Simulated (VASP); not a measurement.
# AlNi3 (P4/mmm) in VASP: relaxation of the atoms with PBE

Aim: the relaxation of the atoms of AlNi3 with PBE.

All numbers are computed with VASP 6.6.1; they aren't measurements. Logs are shortened: lines on timing, memory, paths and dates and some standing lists are left out, and cuts for length are marked.

### 1 The cell of the first run

The structure is tetragonal, space group P4/mmm (No. 123). The conventional cell has a = 3.382 Å, b = 3.382 Å, c = 3.523 Å, α = 90.00°, β = 90.00°, γ = 90.00°. Ni (site symmetry 4/mmm) has 4 Al at 2.39 Å and 8 Ni at 2.44 Å within 3.2 Å. Ni (site symmetry mmm) has 8 Ni at 2.39 to 2.44 Å and 4 Al at 2.44 Å within 3.2 Å. Al (site symmetry 4/mmm) has 12 Ni at 2.39 to 2.44 Å within 3.2 Å.

### 2 Relaxation of the atoms, PBE, collinear spin, ferromagnetic start

Contents of INCAR:

```
ALGO = Fast ; EDIFF = 1E-7
EDIFFG = -0.01 ; ENCUT = 520
GGA = PE ; IBRION = 2
ISIF = 2 ; ISMEAR = -1
ISPIN = 2 ; LASPH = T
LCHARG = F ; LMAXMIX = 4
LORBIT = 11 ; LREAL = F
LWAVE = F ; MAGMOM = 1 1 1 0
NELM = 150 ; NSW = 60
PREC = Accurate ; SIGMA = 0.05
```

Contents of KPOINTS:

```
k-points
0
Gamma
  7 7 6
```

Contents of POSCAR:

```
AlNi3
1.0
    3.3821325376      0.0000000000      0.0000000000
    0.0000000000      3.3821325376      0.0000000000
    0.0000000000      0.0000000000      3.5230547267
Ni Al
3 1
Direct
    0.5000000000      0.5000000000      0.0000000000
    0.5000000000      0.0000000000      0.5000000000
    0.0000000000      0.5000000000      0.5000000000
    0.0000000000      0.0000000000      0.0000000000
```

Potentials or basis: VASP PAW PBE potentials, release 64 (Ni, Al).

Run with:

```console
cat potpaw_PBE.64/Ni/POTCAR potpaw_PBE.64/Al/POTCAR > POTCAR
mpirun -np 1 vasp_std > vasp.out
```

OUTCAR:

```text
EDIFF = 1E-7
   EDIFFG = -0.01
   ENCUT = 520
   GGA = PE
   IBRION = 2
   ISIF = 2
   ISMEAR = -1
   ISPIN = 2
   LASPH = T
   LORBIT = 11
   LREAL = F
   NELM = 150
   NSW = 60
   PREC = Accurate

 ion  position               nearest neighbor table
   1  0.500  0.500  0.000-   4 2.39   4 2.39   4 2.39   4 2.39   3 2.44   2 2.44   3 2.44   2 2.44
                             3 2.44   2 2.44   3 2.44   2 2.44
   2  0.500  0.000  0.500-   3 2.39   3 2.39   3 2.39   3 2.39   4 2.44   1 2.44   1 2.44   1 2.44
                             4 2.44   4 2.44   4 2.44   1 2.44
   3  0.000  0.500  0.500-   2 2.39   2 2.39   2 2.39   2 2.39   4 2.44   1 2.44   4 2.44   4 2.44
                             1 2.44   4 2.44   1 2.44   1 2.44
   4  0.000  0.000  0.000-   1 2.39   1 2.39   1 2.39   1 2.39   3 2.44   2 2.44   3 2.44   3 2.44
                             3 2.44   2 2.44   2 2.44   2 2.44

  LATTYP: Found a simple tetragonal cell.
 ALAT       =     3.3821325376
 C/A-ratio  =     1.0416666667

  Lattice vectors:

 A1 = (   3.3821325376,   0.0000000000,   0.0000000000)
 A2 = (   0.0000000000,   3.3821325376,   0.0000000000)
 A3 = (   0.0000000000,   0.0000000000,   3.5230547267)

Analysis of symmetry for initial positions (statically):
=====================================================================
 Subroutine PRICEL returns:
 Original cell was already a primitive cell.

 Routine SETGRP: Setting up the symmetry group for a
 simple tetragonal supercell.

 Subroutine GETGRP returns: Found 16 space group operations
 (whereof 16 operations were pure point group operations)
 out of a pool of 16 trial point group operations.

The static configuration has the point symmetry D_4h.

Analysis of symmetry for dynamics (positions and initial velocities):
=====================================================================
 Subroutine PRICEL returns:
 Original cell was already a primitive cell.

 Routine SETGRP: Setting up the symmetry group for a
 simple tetragonal supercell.

 Subroutine GETGRP returns: Found 16 space group operations
 (whereof 16 operations were pure point group operations)
 out of a pool of 16 trial point group operations.

The dynamic configuration has the point symmetry D_4h.

Analysis of structural, dynamic, and magnetic symmetry:
=====================================================================
 Subroutine PRICEL returns:
 Original cell was already a primitive cell.

 Routine SETGRP: Setting up the symmetry group for a
 simple tetragonal supercell.

 Subroutine GETGRP returns: Found 16 space group operations
 (whereof 16 operations were pure point group operations)
 out of a pool of 16 trial point group operations.

The overall configuration has the point symmetry D_4h.

 Subroutine INISYM returns: Found 16 space group operations
 (whereof 16 operations are pure point group operations),
 and found     1 'primitive' translations

----------------------------------------------------------------------------------------

                                     Primitive cell

  volume of cell :      40.2996

  direct lattice vectors                    reciprocal lattice vectors
     3.382132538  0.000000000  0.000000000     0.295671441  0.000000000  0.000000000
     0.000000000  3.382132538  0.000000000     0.000000000  0.295671441  0.000000000
     0.000000000  0.000000000  3.523054727     0.000000000  0.000000000  0.283844583

  length of vectors
     3.382132538  3.382132538  3.523054727     0.295671441  0.295671441  0.283844583

  position of ions in fractional coordinates (direct lattice)
     0.500000000  0.500000000  0.000000000
     0.500000000  0.000000000  0.500000000
     0.000000000  0.500000000  0.500000000
     0.000000000  0.000000000  0.000000000

  ion indices of the primitive-cell ions
   primitive index   ion index
                 1           1
                 2           2
                 3           3
                 4           4

----------------------------------------------------------------------------------------

 KPOINTS: k-points

Automatic generation of k-mesh.
 Grid dimensions read from file:
 generate k-points for:    7    7    6

 Generating k-lattice:

  Cartesian coordinates                     Fractional coordinates (reciprocal lattice)
     0.042238777  0.000000000  0.000000000     0.142857143  0.000000000  0.000000000
     0.000000000  0.042238777  0.000000000     0.000000000  0.142857143  0.000000000
     0.000000000  0.000000000  0.047307431     0.000000000  0.000000000  0.166666667

  Length of vectors
     0.042238777  0.042238777  0.047307431

  Shift w.r.t. Gamma in fractional coordinates (k-lattice)
     0.000000000  0.000000000  0.000000000

 Subroutine IBZKPT returns following result:
 ===========================================

 Found     40 irreducible k-points:

 Following reciprocal coordinates:
            Coordinates               Weight
  0.000000  0.000000  0.000000      1.000000
  0.142857  0.000000  0.000000      4.000000
  0.285714  0.000000  0.000000      4.000000
  0.428571  0.000000  0.000000      4.000000
  0.142857  0.142857  0.000000      4.000000
  0.285714  0.142857  0.000000      8.000000
[... 16 lines left out ...]
  0.285714  0.000000  0.333333      8.000000
  0.428571  0.000000  0.333333      8.000000
 [... further k-points ...]
   k-points           NKPTS =     40   k-points in BZ     NKDIM =     40   number of bands    NBANDS=     22
   number of dos      NEDOS =    301   number of ions     NIONS =      4
   total plane-waves  NPLWV =  21952
   dimension x,y,z NGX =    28 NGY =   28 NGZ =   28
   dimension x,y,z NGXF=    56 NGYF=   56 NGZF=   56
   ions per type =               3   1
   NGX,Y,Z   is equivalent  to a cutoff of  13.76, 13.76, 13.21 a.u.
   NGXF,Y,Z  is equivalent  to a cutoff of  27.53, 27.53, 26.43 a.u.
 SYSTEM =  unknown system
   PREC   = accura    normal or accurate (medium, high low for compatibility)
   ISTART =      0    job   : 0-new  1-cont  2-samecut
   ICHARG =      2    charge: 1-file 2-atom 10-const
   ISPIN  =      2    spin polarized calculation?
   LNONCOLLINEAR =      F non collinear calculations
   LSORBIT =      F    spin-orbit coupling
   LASPH  =      T    aspherical Exc in radial PAW
   ENCUT  =  520.0 eV  38.22 Ry    6.18 a.u.   6.29  6.29  6.55*2*pi/ulx,y,z
   NELM   =    150;   NELMIN=  2; NELMDL= -5     # of ELM steps
   EDIFF  = 0.1E-06   stopping-criterion for ELM
   LREAL  =      F    real-space projection
   EDIFFG = -.1E-01   stopping-criterion for IOM
   NSW    =     60    number of steps for IOM
   IBRION =      2    ionic relax: 0-MD 1-quasi-New 2-CG
   NFREE  =      1    steps in history (QN), initial steepest desc. (CG)
   ISIF   =      2    stress and relaxation
   ISYM   =      2    0-nonsym 1-usesym 2-fastsym
   POTIM  = 0.5000    time-step for ionic-motion
   TEBEG  =    0.0;   TEEND  =   0.0 temperature during run
   PSTRESS=    0.0 pullay stress
   NELECT =      33.0000    total number of electrons
   NUPDOWN=      -1.0000    fix difference up-down
   EMIN   =  10.00;   EMAX   =-10.00  energy-range for DOS
   EFERMI =   0.00;   METHOD = LEGACY
   ISMEAR =    -1;   SIGMA  =   0.05  broadening in eV -4-tet -1-fermi 0-gaus
   EFERMI_NEDOS =   21; number of points for ismear=-14 and -15
   IALGO  =     68    algorithm
   IMIX   =      4    mixing-type and parameters
     AMIX     =   0.40;   BMIX     =  1.00
     AMIX_MAG =   1.60;   BMIX_MAG =  1.00
  volume/ion in A,a.u.               =      10.07        67.99
  Fermi-wavevector in a.u.,A,eV,Ry     =   1.531602  2.894308 31.916612  2.345805
  Thomas-Fermi vector in A             =   2.638924
   LORBIT       =     11    0 simple, 1 ext, 2 COOP (PROOUT), +10 PAW based schemes
   GGA     = PE    functional components
   LHFCALC =     F    Hartree Fock is set to
   AEXX    =    0.0000 exact exchange contribution
   IVDW    =     0    specifies the selected vdW correction
   LEPSILON=     F    determine dielectric tensor
   LRPA    =     F    only Hartree local field effects (RPA)
 conjugate gradient relaxation of ions
 spin polarized calculation
 RMM-DIIS sequential band-by-band and
  energy-cutoff  :      520.00
  volume of cell :       40.30
 maximum number of plane-waves:      1097
 NGX is ok and might be reduce to    28
   NGX = 13   NGY = 13   NGZ = 13

 number of electron      33.0000020 magnetization       0.5709249

 Free energy of the ion-electron system (eV)
  ---------------------------------------------------
  ext. energy  EPLUGINS =         0.00000000
  ---------------------------------------------------
  free energy    TOTEN  =       -21.49644700 eV

  energy without entropy =      -21.46848570  energy(sigma->0) =      -21.48246635

 E-fermi :  11.1201     XC(G=0): -13.3033

 val. band max:       11.1127078780   @ k =   0.0000   0.0000   0.0000
 cond. band min:      11.1404767061   @ k =   0.4286   0.1429   0.1667
 fundamental gap:      0.0277688280
 Fermi energy:        11.1200896187

 spin component 1

 k-point     1 :       0.0000    0.0000    0.0000
  band No.  band energies     occupation
      1       0.3625      1.00000
      2       6.1289      1.00000
      3       6.8567      1.00000
      4       6.9231      1.00000
      5       7.3074      1.00000
      6       7.3074      1.00000
[... 574 lines left out ...]
      6       8.0557      1.00000
[... 14 lines left out ...]
     21      19.8874      0.00000
     22      20.0227      0.00000

 [... further k-points ...]

 spin component 2

 k-point     1 :       0.0000    0.0000    0.0000
  band No.  band energies     occupation
      1       0.3415      1.00000
      2       6.1896      1.00000
      3       6.9781      1.00000
      4       7.0410      1.00000
      5       7.5322      1.00000
      6       7.5322      1.00000
[... 574 lines left out ...]
      6       8.2653      1.00000
[... 14 lines left out ...]
     21      19.9241      0.00000
     22      20.0272      0.00000

 [... further k-points ...]
[... 5 lines left out ...]
  --------------------------------------------------------------------------------------
  -------------------------------------------------------------------------------------
  Total        7.5391803      7.5391803      6.1552392      0.0000000      0.0000000      0.0000000
  in kB      299.7326663    299.7326663    244.7117848      0.0000000      0.0000000      0.0000000
  external PRESSURE =     281.3923725 kB  Pullay stress =       0.0000000 kB

 VOLUME and BASIS-vectors are now :
 -----------------------------------------------------------------------------
  energy-cutoff  :      520.00
  volume of cell :       40.30
      direct lattice vectors                 reciprocal lattice vectors
     3.382132538  0.000000000  0.000000000     0.295671441  0.000000000  0.000000000
     0.000000000  3.382132538  0.000000000     0.000000000  0.295671441  0.000000000
     0.000000000  0.000000000  3.523054727     0.000000000  0.000000000  0.283844583

 POSITION                                       TOTAL-FORCE (eV/Angst)
 -----------------------------------------------------------------------------------
      1.69107      1.69107      0.00000         0.000000      0.000000      0.000000
      1.69107      0.00000      1.76153         0.000000      0.000000      0.000000
      0.00000      1.69107      1.76153         0.000000      0.000000      0.000000
      0.00000      0.00000      0.00000         0.000000      0.000000      0.000000
 -----------------------------------------------------------------------------------
    total drift:                                0.000000      0.000000      0.000000

  FREE ENERGIE OF THE ION-ELECTRON SYSTEM (eV)
  ---------------------------------------------------
  free  energy   TOTEN  =       -21.4964470009 eV

  energy  without entropy=      -21.4684856952  energy(sigma->0) =      -21.48246635

 reached required accuracy - stopping structural energy minimisation

 total charge

# of ion       s       p       d       tot
------------------------------------------
    1        0.546   0.627   8.453   9.626
    2        0.546   0.627   8.440   9.613
    3        0.546   0.627   8.440   9.613
    4        0.424   0.444   0.000   0.868
--------------------------------------------------
tot          2.061   2.324  25.334  29.720

 magnetization (x)

# of ion       s       p       d       tot
------------------------------------------
    1       -0.002  -0.009   0.207   0.196
    2       -0.002  -0.008   0.212   0.202
    3       -0.002  -0.008   0.212   0.202
    4       -0.000  -0.006   0.000  -0.007
--------------------------------------------------
tot         -0.008  -0.031   0.631   0.592
```

Run time: 2.8 min. Hardware: 1 thread of Oxide Virtual Turin-like, shared host; peak memory 0.17 GiB.

Results:

* Free energy: -21.4964 eV
* Pressure after relaxing: 28.1 GPa
* Net moment: 0.57 μB per cell
* Site moments: Ni +0.20; Al -0.01 μB
* Valence electrons inside the program's atomic spheres: Ni 9.63, 9.61; Al 0.87

Final structure:
```
CELL_PARAMETERS angstrom
3.38213 0.00000 0.00000
0.00000 3.38213 0.00000
0.00000 0.00000 3.52305
ATOMIC_POSITIONS crystal
Ni 0.50000 0.50000 0.00000
Ni 0.50000 0.00000 0.50000
Ni 0.00000 0.50000 0.50000
Al 0.00000 0.00000 0.00000
```

Levels at points of the mesh, in eV from the Fermi level:
Spin up:
| k point | band 14 | band 15 | band 16 | band 17 | band 18 | band 19 | band 20 | band 21 |
| --- | --- | --- | --- | --- | --- | --- | --- | --- |
| (0.00, 0.00, 0.00) | -0.06 | -0.06 | 0.14 | 0.27 | 1.21 | 1.21 | 6.81 | 7.47 |
| (0.00, 0.00, 0.50) | -1.26 | -1.17 | -0.43 | 0.14 | 6.05 | 6.05 | 6.15 | 6.15 |
Spin down:
```csv
k point,band 13,band 14,band 15,band 16,band 17,band 18,band 19,band 20
"(0.00, 0.00, 0.00)",-0.01,0.24,0.30,0.30,0.48,1.19,1.19,6.89
"(0.00, 0.00, 0.50)",-1.01,-1.01,-0.99,-0.28,0.49,6.09,6.09,6.19
```

Caveat: the relaxation stopped at its first step, so nothing moved.
